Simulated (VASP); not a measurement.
# Au (P-1) in VASP: single point with PBEsol

Aim: the single point of Au with PBEsol.

Everything below comes from runs of VASP 6.6.1. Logs are shortened: lines on timing, memory, paths and dates and some standing lists are left out, and cuts for length are marked.

### 1 The cell of the first run

The typed cell holds 2 atoms: a = 2.920 Å, b = 2.920 Å, c = 4.893 Å, α = 90.00°, β = 90.00°, γ = 122.19°.

### 2 Single point, PBEsol (atom 1 (Au) moved by (-0.300, -0.300) A along x and z)

File INCAR:

```
PREC = Accurate ; ENCUT = 520
EDIFF = 1E-7 ; ISMEAR = 0
SIGMA = 0.15 ; LREAL = False
LASPH = True ; NELM = 60
ALGO = Fast ; ISIF = 2
LWAVE = False ; LCHARG = True
GGA = PS ; LELF = True
LVHAR = True ; NBANDS = 18
```

File KPOINTS:

```
regular mesh
0
Gamma
  20 20 10
```

File POSCAR:

```
Au
1.0
    1.4113099650     -2.5559330250      0.0000000000
    1.4113099650      2.5559330250      0.0000000000
    0.0000000000      0.0000000000      4.8931696100
Au
2
Direct
    0.5590437350      0.2283877950      0.1886900468
    0.3346720300      0.6653279700      0.7500000000
```

Potentials or basis: VASP PAW PBE potentials, release 64 (Au).

Command:

```bash
$ cat potpaw_PBE.64/Au/POTCAR > POTCAR
$ mpirun -np 1 vasp_std > vasp.out
```

OUTCAR:

```text
PREC = Accurate
   ENCUT = 520
   EDIFF = 1E-7
   ISMEAR = 0
   LREAL = False
   LASPH = True
   NELM = 60
   ISIF = 2
   GGA = PS

 ion  position               nearest neighbor table
   1  0.559  0.228  0.189-   2 2.57   2 2.75   2 2.88   2 3.09   2 3.24   2 3.35
   2  0.335  0.665  0.750-   1 2.57   1 2.75   1 2.88   1 3.09   1 3.24   1 3.35

  LATTYP: Found a base centered orthorhombic cell.
 ALAT       =     2.8226199300
 B/A-ratio  =     1.8110359088
 C/A-ratio  =     1.7335559627

  Lattice vectors:

 A1 = (   1.4113099650,  -2.5559330250,   0.0000000000)
 A2 = (   1.4113099650,   2.5559330250,   0.0000000000)
 A3 = (   0.0000000000,   0.0000000000,   4.8931696100)

Analysis of symmetry for initial positions (statically):
=====================================================================
 Subroutine PRICEL returns:
 Original cell was already a primitive cell.

 Routine SETGRP: Setting up the symmetry group for a
 base centered orthorhombic supercell.

 Subroutine GETGRP returns: Found  2 space group operations
 (whereof  1 operations were pure point group operations)
 out of a pool of  8 trial point group operations.

The static configuration has the point symmetry C_1 .
 The point group associated with its full space group is S_2 .

Analysis of symmetry for dynamics (positions and initial velocities):
=====================================================================
 Subroutine PRICEL returns:
 Original cell was already a primitive cell.

 Routine SETGRP: Setting up the symmetry group for a
 base centered orthorhombic supercell.

 Subroutine GETGRP returns: Found  2 space group operations
 (whereof  1 operations were pure point group operations)
 out of a pool of  8 trial point group operations.

The dynamic configuration has the point symmetry C_1 .
 The point group associated with its full space group is S_2 .

 Subroutine INISYM returns: Found  2 space group operations
 (whereof  1 operations are pure point group operations),
 and found     1 'primitive' translations

----------------------------------------------------------------------------------------

                                     Primitive cell

  volume of cell :      35.3014

  direct lattice vectors                    reciprocal lattice vectors
     1.411309965 -2.555933025  0.000000000     0.354280783 -0.195623279  0.000000000
     1.411309965  2.555933025  0.000000000     0.354280783  0.195623279  0.000000000
     0.000000000  0.000000000  4.893169610     0.000000000  0.000000000  0.204366511

[... 83 lines left out ...]
   EDIFF  = 0.1E-06   stopping-criterion for ELM
   LREAL  =      F    real-space projection
   EDIFFG = 0.1E-05   stopping-criterion for IOM
   NSW    =      0    number of steps for IOM
   IBRION =     -1    ionic relax: 0-MD 1-quasi-New 2-CG
   NFREE  =      0    steps in history (QN), initial steepest desc. (CG)
   ISIF   =      2    stress and relaxation
   ISYM   =      2    0-nonsym 1-usesym 2-fastsym
   POTIM  = 0.5000    time-step for ionic-motion
   TEBEG  =    0.0;   TEEND  =   0.0 temperature during run
   PSTRESS=    0.0 pullay stress
   NELECT =      22.0000    total number of electrons
   NUPDOWN=      -1.0000    fix difference up-down
   EMIN   =  10.00;   EMAX   =-10.00  energy-range for DOS
   EFERMI =   0.00;   METHOD = LEGACY
   ISMEAR =     0;   SIGMA  =   0.15  broadening in eV -4-tet -1-fermi 0-gaus
   EFERMI_NEDOS =   21; number of points for ismear=-14 and -15
   IALGO  =     68    algorithm
   IMIX   =      4    mixing-type and parameters
     AMIX     =   0.40;   BMIX     =  1.00
     AMIX_MAG =   1.60;   BMIX_MAG =  1.00
  volume/ion in A,a.u.               =      17.65       119.11
  Fermi-wavevector in a.u.,A,eV,Ry     =   1.398358  2.642513 26.604898  1.955405
  Thomas-Fermi vector in A             =   2.521524
   LORBIT       =      0    0 simple, 1 ext, 2 COOP (PROOUT), +10 PAW based schemes
   GGA     = PS    functional components
   LHFCALC =     F    Hartree Fock is set to
   AEXX    =    0.0000 exact exchange contribution
   IVDW    =     0    specifies the selected vdW correction
   LEPSILON=     F    determine dielectric tensor
   LRPA    =     F    only Hartree local field effects (RPA)
 non-spin polarized calculation
 RMM-DIIS sequential band-by-band and
 Gauss-broadening in eV      SIGMA  =   0.15
  energy-cutoff  :      520.00
  volume of cell :       35.30
 maximum number of plane-waves:       968
 NGX is ok and might be reduce to    24
   NGX = 11   NGY = 11   NGZ = 19

 number of electron      21.9999999 magnetization

 Free energy of the ion-electron system (eV)
  ---------------------------------------------------
  ext. energy  EPLUGINS =         0.00000000
  ---------------------------------------------------
  free energy    TOTEN  =        -7.45954788 eV

  energy without entropy =       -7.45327396  energy(sigma->0) =       -7.45641092

 E-fermi :   8.7285     XC(G=0): -12.6278

 val. band max:        8.7246735210   @ k =  -0.2000  -0.0500   0.2000
 cond. band min:       8.7307357918   @ k =   0.3500  -0.1500   0.3000
 fundamental gap:      0.0060622708
 Fermi energy:         8.7285364929

 k-point     1 :       0.0000    0.0000    0.0000
  band No.  band energies     occupation
      1      -0.9820      2.00000
      2       1.4127      2.00000
      3       3.7100      2.00000
      4       3.8315      2.00000
      5       4.0823      2.00000
      6       4.4949      2.00000
[... 481 lines left out ...]
      5       4.2457      2.00000
      6       4.4159      2.00000
[... 10 lines left out ...]
     17      25.7877      0.00000
     18      26.6787      0.00000

 [... further k-points ...]

------------------------ aborting loop because EDIFF is reached ----------------------------------------

  FORCE on cell =-STRESS in cart. coord.  units (eV):
  Direction    XX          YY          ZZ          XY          YZ          ZX
  --------------------------------------------------------------------------------------
  -------------------------------------------------------------------------------------
  Total        0.3479747     -0.0248690      1.7869522      0.4830837      0.5444532      0.9506533
  in kB       15.7930540     -1.1286960     81.1019630     21.9250613     24.7103571     43.1460053
  external PRESSURE =      31.9221070 kB  Pullay stress =       0.0000000 kB

 VOLUME and BASIS-vectors are now :
 -----------------------------------------------------------------------------
  energy-cutoff  :      520.00
  volume of cell :       35.30
      direct lattice vectors                 reciprocal lattice vectors
     1.411309965 -2.555933025  0.000000000     0.354280783 -0.195623279  0.000000000
     1.411309965  2.555933025  0.000000000     0.354280783  0.195623279  0.000000000
     0.000000000  0.000000000  4.893169610     0.000000000  0.000000000  0.204366511

 POSITION                                       TOTAL-FORCE (eV/Angst)
 -----------------------------------------------------------------------------------
      1.11131     -0.84513      0.92329         0.398638      0.275051      2.418340
      1.41131      0.84513      3.66988        -0.398638     -0.275051     -2.418340
 -----------------------------------------------------------------------------------
    total drift:                                0.000003      0.000002      0.000003

  FREE ENERGIE OF THE ION-ELECTRON SYSTEM (eV)
  ---------------------------------------------------
  free  energy   TOTEN  =        -7.4595478781 eV

  energy  without entropy=       -7.4532739583  energy(sigma->0) =       -7.45641092
```

Wall time 9.9 min (1 thread of Intel Xeon 6975P-C (Granite Rapids), shared host); peak memory 1 GiB.

Results:

```yaml
Free_energy: -7.4595 eV
Pressure: 3.2 GPa
Largest_force: 2.466 eV/Å
Band_gap_on_the_k_mesh: zero (bands 11 and 12 overlap by 5.84 eV)
```

Forces on the atoms (eV/Å):
```
Au   0.399  0.275  2.418
Au  -0.399 -0.275 -2.418
```

Stress tensor (GPa, compression positive):
```
 1.58  2.19  4.31
 2.19 -0.11  2.47
 4.31  2.47  8.11
```

Levels at points of the mesh, in eV from the Fermi level:
```tsv
k point	band 7	band 8	band 9	band 10	band 11	band 12	band 13	band 14	band 15	band 16
(0.00, 0.00, 0.00)	-3.97	-3.68	-2.86	-2.54	-1.70	-0.92	2.12	14.30	16.22	16.38
(0.50, 0.00, 0.00)	-2.79	-1.96	-1.75	-1.66	-0.09	2.05	4.96	6.62	7.54	10.06
(0.00, 0.50, 0.00)	-3.59	-2.07	-1.98	-1.58	0.95	1.24	6.02	6.32	9.29	10.09
(0.50, 0.50, 0.00)	-3.55	-2.12	-1.94	-1.71	0.15	1.22	5.00	6.49	7.56	11.39
(0.00, 0.00, 0.50)	-4.28	-3.95	-3.23	-2.59	-2.42	-2.08	8.30	12.27	14.65	15.08
(0.50, 0.00, 0.50)	-2.95	-2.44	-1.74	-1.74	0.75	1.57	3.25	4.11	12.20	12.77
(0.00, 0.50, 0.50)	-2.14	-1.95	-1.80	-1.53	0.11	0.39	4.07	4.44	12.06	12.60
(0.50, 0.50, 0.50)	-2.44	-2.13	-1.91	-1.65	-0.04	0.54	3.13	3.87	11.90	13.13
```

Caveat: the cell differs from its parent crystal (atom 1 (Au) moved by (-0.300, -0.300) A along x and z); the cell stands under pressure; the PAW data sets were made with another functional, which shifts forces and pressure a little; spin-orbit coupling is left out, which moves the levels of the heavy elements.
